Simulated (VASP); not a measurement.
Ti:

```
CELL_PARAMETERS angstrom
4.60000 0.00000 0.00000
-2.30000 3.98372 0.00000
0.00000 0.00000 2.82000
ATOMIC_POSITIONS crystal
Ti 0.00000 0.00000 0.00000
Ti 0.33333 0.66667 0.50000
Ti 0.66667 0.33333 0.50000
```

This isn't the form of Ti at room conditions, which is hcp.

```yaml
Program: VASP 6.6.1
Task: relaxation of cell and atoms
Functional: BLYP
Dispersion: D3(BJ)
Potentials_or_basis: VASP PAW PBE potentials, release 64 (Ti_sv)
Cutoff: 600 eV
k_mesh: 8 × 8 × 12
Occupations: methfessel-paxton, width 0.1 eV
Spin: no spin polarisation
```

At the start: pressure -12.0 GPa; volume 17.23 Å³/atom.

Problem. How do energy, volume and symmetry change on relaxing?

Solution. Over 8 steps the energy falls by 77.5 meV/atom and the volume is 15.35 Å³/atom (-10.9 %); space group P6/mmm (No. 191, to 0.1 Å) before and after.

The path:
```
step  energy change (eV)  largest force (eV/Å)  pressure (GPa)  volume (Å³)
   1              0.0000                0.0000          -11.97        51.68
   2             -0.1176                0.0000           11.34        42.63
   3             -0.2310                0.0000           -0.06        46.08
   4             -0.2310                0.0000            0.23        45.97
   5             -0.2324                0.0000            0.20        45.97
   6             -0.2324                0.0000            0.20        45.97
   7             -0.2324                0.0000           -0.14        46.09
   8             -0.2325                0.0000           -0.03        46.05
```

Final structure:
```
CELL_PARAMETERS angstrom
4.40597 0.00000 0.00000
-2.20298 3.81568 0.00000
0.00000 0.00000 2.73906
ATOMIC_POSITIONS crystal
Ti 0.00000 0.00000 0.00000
Ti 0.33333 0.66667 0.50000
Ti 0.66667 0.33333 0.50000
```

Caveat: the dispersion term is far too large for a dense solid, which distorts pressure and volume; the PAW data sets were made with another functional, which shifts forces and pressure a little.
